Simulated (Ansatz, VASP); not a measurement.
# Two plane-wave programs on C

INCAR

```
  ALGO = Normal
  EDIFF = 1E-6
  ENCUT = 520
  GGA = PS
  ISIF = 2
  ISMEAR = 0
  LASPH = True
  LCHARG = False
  LREAL = False
  LWAVE = False
  NBANDS = 16
  NELM = 100
  PREC = Accurate
  SIGMA = 0.15
```

The input KPOINTS:

```
k-points
0
Gamma
  18 18 6
```

Contents of POSCAR:

```
C
1.0
    2.4587330167      0.0000000000      0.0000000000
   -1.2293665084      2.1293252536      0.0000000000
    0.0000000000      0.0000000000      7.2458067263
C
4
Direct
   -0.0910887393     -0.0666815852      0.0025000000
    0.0910887393      0.0666815852      0.5025000000
    0.2422361151      0.5999788745      0.0025000000
    0.7577638849      0.4000211255      0.5025000000
```

Input for Ansatz:

```yaml
crystal:
  lattice:
    - [2.4587330167, 0.0, 0.0]
    - [-1.2293665084, 2.1293252536, 0.0]
    - [0.0, 0.0, 7.2458067263]
  atoms:
    - { symbol: C, position: [-0.0910887393, -0.0666815852, 0.0025] }
    - { symbol: C, position: [0.0910887393, 0.0666815852, 0.5025] }
    - { symbol: C, position: [0.2422361151, 0.5999788745, 0.0025] }
    - { symbol: C, position: [0.7577638849, 0.4000211255, 0.5025] }
basis:
  ecutwfc: 520.0
kpoints:
  mp_grid: { grid: [18, 18, 6] }
hamiltonian:
  xc: pbesol
  pseudopotentials: { kind: paw, azcp: { folder: soft_1 } }
scf:
  occupations: { method: gaussian, width: 0.15 }
output:
  forces: true
  stress: true
  eigenvalues: true
```

Change from the starting cell: mode 4 frozen in at -0.142 Å and mode 5 at -0.142 Å (largest displacements).

Alike in both runs: task single point; functional PBEsol; k mesh 18 × 18 × 6; occupations gaussian, width 0.15 eV; no spin polarisation.

```csv
,VASP,Ansatz
version,VASP 6.6.1,Ansatz 0.2.0
potentials or method,"VASP PAW PBE potentials, release 64 (C), cutoff 520 eV","scalar-relativistic, plane waves, PAW"
valence electrons in the cell,16,16
```

|  | VASP | Ansatz | Ansatz less VASP |
| --- | --- | --- | --- |
| gap on the k mesh at the Fermi level (eV) | 0.01 | 0.01 | 0.000 |
| least direct gap on the mesh (eV) | 0.01 | 0.01 | 0.000 |
| pressure (GPa) | 0.7 | 0.0 | -0.68 |
| traceless stress, the component that is largest in VASP (GPa) | -0.67 | 0.09 | +0.751 |

VASP's potentials were made for PBE, not for PBEsol, and Ansatz warns of the same on its side.
